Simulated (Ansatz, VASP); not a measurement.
**Si3Sn: VASP beside Ansatz**

File POSCAR:

```
Si3Sn
1.0
    2.0540745689      1.1685097106      6.6336726392
   -2.0540745689      1.1685097106      6.6336726392
    0.0000000000     -2.3370194212      6.6336726392
Si Sn
3 1
Direct
    1.0057117921      0.0057117921      0.0072452053
    0.4927055997      0.4927055997      0.4948430834
    0.3755355186      0.3755355186      0.3748541587
    0.8760470896      0.8760470896      0.8730575526
```

Contents of INCAR.step1:

```
SYSTEM = Si3Sn
PREC = Accurate ; ENCUT = 520
ISMEAR = -1 ; SIGMA = 0.02
LREAL = .FALSE. ; LASPH = .TRUE.
NELM = 100 ; NBANDS = 21
GGA = PE ; ALGO = Normal
EDIFF = 1E-4 ; LWAVE = .TRUE.
LCHARG = .FALSE.
```

INCAR.step2

```
SYSTEM = Si3Sn
PREC = Accurate ; ENCUT = 520
EDIFF = 1E-6 ; ISMEAR = -1
SIGMA = 0.02 ; LREAL = .FALSE.
LASPH = .TRUE. ; NELM = 100
ALGO = Normal ; ISIF = 2
LWAVE = .FALSE. ; LCHARG = .FALSE.
METAGGA = R2SCAN ; LMIXTAU = .TRUE.
NBANDS = 21 ; ISTART = 1
```

The input KPOINTS:

```
Automatic mesh
0
G
  8 8 8
  0 0 0
```

Input for Ansatz:

```yaml
crystal:
  lattice:
    - [2.0540745689, 1.1685097106, 6.6336726392]
    - [-2.0540745689, 1.1685097106, 6.6336726392]
    - [0.0, -2.3370194212, 6.6336726392]
  atoms:
    - { symbol: Si, position: [1.0057117921, 0.0057117921, 0.0072452053] }
    - { symbol: Si, position: [0.4927055997, 0.4927055997, 0.4948430834] }
    - { symbol: Si, position: [0.3755355186, 0.3755355186, 0.3748541587] }
    - { symbol: Sn, position: [0.8760470896, 0.8760470896, 0.8730575526] }
kpoints:
  mp_grid: { grid: [8, 8, 8] }
  band_path:
    path:
      - [0.0, 0.0, 0.0]
      - [-0.5, -0.5, -0.5]
      - [-0.5, -0.1873521332, -0.8126478668]
      - [-0.1873521332, 0.1873521332, -0.5]
      - [0.0, 0.0, -0.5]
      - [0.0, 0.3436760666, -0.3436760666]
      - [-0.3436760666, 0.0, -0.6563239334]
      - [-0.5, 0.0, -0.5]
    npoints: 1
hamiltonian:
  xc: r2scan
scf:
  occupations: { method: fermi_dirac, width: 0.02 }
  n_extra_bands: 5
output:
  forces: true
  stress: true
  eigenvalues: true
```

Change from the starting cell: uniaxial_x strain +1.5%.

Alike in both runs: task single point; functional r2SCAN; k mesh 8 × 8 × 8; occupations fermi-dirac, width 0.02 eV; no spin polarisation.

|  | VASP | Ansatz |
| --- | --- | --- |
| version | VASP 6.6.1 | Ansatz 0.2.0 |
| potentials or method | VASP PAW PBE potentials, release 64 (Si, Sn_d) | plane waves, PAW |
| plane-wave cutoff (eV) | 520 | 500 |
| valence electrons in the cell | 26 | 26 |

Ansatz gave:

| Quantity | Value |
| --- | --- |
| pressure (GPa) | -1.1 |
| traceless stress, the component that is largest in VASP (GPa) | -1.12 |
| rms of the force components (eV/Å) | 0.004 |

Q: What did VASP give for the same quantities?

A: Pressure (GPa): -1.2; traceless stress, the component that is largest in VASP (GPa): -1.12; rms of the force components (eV/Å): 0.005.

VASP's potentials were made for PBE, not for r2SCAN. Atom by atom the forces differ by 0.003 eV/Å (rms over components).
